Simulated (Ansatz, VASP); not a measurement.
Ba3Al: VASP beside Ansatz

File INCAR:

```
SYSTEM = Ba3Al
ALGO = Normal ; EDIFF = 1E-7
EDIFFG = -0.04 ; ENCUT = 600
GGA = PE ; IBRION = 2
ISIF = 3 ; ISMEAR = 0
LASPH = .True. ; LCHARG = .False.
LREAL = .False. ; LWAVE = .False.
NELM = 60 ; NSW = 90
PREC = Accurate ; SIGMA = 0.1
```

KPOINTS

```
k-points
0
Gamma
  6 6 6
  0 0 0
```

File POSCAR:

```
Ba3Al
1.0
   -2.4322058082      2.4322058082      5.4329792078
    2.4322058082     -2.4322058082      5.4329792078
    2.4322058082      2.4322058082     -5.4329792078
Ba Al
3 1
Direct
    0.5000000000      0.5000000000      0.0000000000
    0.2500000000      0.7500000000      0.5000000000
    0.7500000000      0.2500000000      0.5000000000
    0.0000000000      0.0000000000      0.0000000000
```

Input for Ansatz:

```yaml
crystal:
  lattice:
    - [-2.4322058082, 2.4322058082, 5.4329792078]
    - [2.4322058082, -2.4322058082, 5.4329792078]
    - [2.4322058082, 2.4322058082, -5.4329792078]
  atoms:
    - { symbol: Ba, position: [0.5, 0.5, 0.0] }
    - { symbol: Ba, position: [0.25, 0.75, 0.5] }
    - { symbol: Ba, position: [0.75, 0.25, 0.5] }
    - { symbol: Al, position: [0.0, 0.0, 0.0] }
basis:
  ecutwfc: 420
kpoints:
  mp_grid: { grid: [6, 6, 6] }
hamiltonian:
  xc: pbe
scf:
  occupations: { method: gaussian, width: 0.1 }
  lower_state_search: "off"
output:
  forces: true
  stress: true
  eigenvalues: true
relax:
  adjacent_minimum: "off"
  f_tol: 0.04
  max_steps: 70
  cell: { stress_tol: 0.4 }
```

Alike in both runs: task relaxation of cell and atoms; functional PBE; k mesh 6 × 6 × 6; occupations gaussian, width 0.1 eV; no spin polarisation.

```csv
,VASP,Ansatz
version,VASP 6.6.1,Ansatz 0.2.0
potentials or method,"VASP PAW PBE potentials, release 64 (Ba_sv, Al), cutoff 600 eV","scalar-relativistic, plane waves, PAW"
valence electrons in the cell,33,33
```

|  | VASP | Ansatz | Ansatz less VASP |
| --- | --- | --- | --- |
| gap on the k mesh at the Fermi level, each at its own relaxed structure (eV) | none | none | - |
| relaxed volume (Å³/atom) | 43.11 | 42.07 | -1.046 |
| relaxed length of the cell vector where the two differ most in proportion (Å) | 6.631 | 6.630 | -0.0003 |

A gap of «none» marks a metal or a gap that the smearing closes.

Neither program's run includes spin-orbit coupling. Noted on VASP's run: the volume moved by over 15 % at a fixed basis, so the end points are rough.
